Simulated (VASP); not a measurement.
Lu, 1 atom in the cell. It takes space group Im-3m (No. 229, cubic). The conventional cell has a = 3.629 Å, b = 3.629 Å, c = 3.629 Å, α = 90.00°, β = 90.00°, γ = 90.00°. Within 4.1 Å of Lu (site symmetry m-3m) lie 14 Lu at 3.14 to 3.63 Å. This isn't the form of Lu at room conditions, which is hcp.

```yaml
Program: VASP 6.6.1
Task: single point
Functional: PBE
Potentials_or_basis: VASP PAW PBE potentials, release 64 (Lu)
Cutoff: 520 eV
k_mesh: 15 × 15 × 15
Occupations: fermi-dirac, width 0.08 eV
Spin: no spin polarisation
Dipole_correction: no
Further_INCAR_settings: ALGO = Normal; EDIFF = 1e-06; NBANDS = 18
```

Potentials or basis: VASP PAW PBE potentials, release 64 (Lu).

The run is started by

```bash
$ cat potpaw_PBE.64/Lu/POTCAR > POTCAR
$ mpirun -np 1 vasp_std > vasp.out
```

Hardware: 1 thread of AMD EPYC 7R43 64-Core Processor (Zen 3), on a shared host.

Q: Estimate the wall time of this run.

A: It took 74 s on 1 thread of AMD EPYC 7R43 64-Core Processor (Zen 3), on a shared host, peak memory 0.14 GiB. Counts: scf iterations 12, k points 120.
